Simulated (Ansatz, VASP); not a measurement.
**Sr: VASP beside Ansatz**

The input INCAR:

```
SYSTEM = Sr
PREC = Accurate ; ENCUT = 520
EDIFF = 1E-7 ; ISMEAR = -1
SIGMA = 0.1 ; LREAL = .FALSE.
LASPH = .TRUE. ; NELM = 80
ALGO = Normal ; ISIF = 2
LWAVE = .FALSE. ; LCHARG = .TRUE.
GGA = RE ; LELF = .TRUE.
LVHAR = .TRUE. ; NBANDS = 11
```

Contents of KPOINTS:

```
regular mesh
0
G
  15 15 15
  0 0 0
```

POSCAR

```
Sr
1.0
    0.0000000000      3.1840699465      3.1840699465
    3.1840699465      0.0000000000      3.1840699465
    3.1840699465      3.1840699465      0.0000000000
Sr
1
Direct
    0.0000000000      0.0000000000      0.0000000000
```

Input for Ansatz:

```yaml
crystal:
  lattice:
    - [0.0, 3.1840699465, 3.1840699465]
    - [3.1840699465, 0.0, 3.1840699465]
    - [3.1840699465, 3.1840699465, 0.0]
  atoms:
    - { symbol: Sr, position: [0.0, 0.0, 0.0] }
hamiltonian:
  xc: revpbe
  pseudopotentials:
    kind: paw
    azcp:
      Sr: "pseudopotentials/Sr.paw.azcp"
basis:
  ecutwfc: 420
  fft_grid_basis: typed
kpoints:
  mp_grid: { grid: [15, 15, 15], shift: [0, 0, 0] }
magnetization:
  spin_polarized: false
scf:
  occupations: { method: fermi_dirac, width: 0.1 }
output:
  stress: true
```

Alike in both runs: task single point; functional revPBE; k mesh 15 × 15 × 15; occupations fermi-dirac, width 0.1 eV; no spin polarisation.

```csv
,VASP,Ansatz
version,VASP 6.6.1,Ansatz 0.2.0
potentials or method,"VASP PAW PBE potentials, release 64 (Sr_sv), cutoff 520 eV","plane waves (420 eV) with PAW, scalar-relativistic"
valence electrons in the cell,10,10
```

|  | VASP | Ansatz | Ansatz less VASP |
| --- | --- | --- | --- |
| pressure (GPa) | -1.0 | -1.0 | 0.00 |

VASP's potentials were made for PBE, not for revPBE.
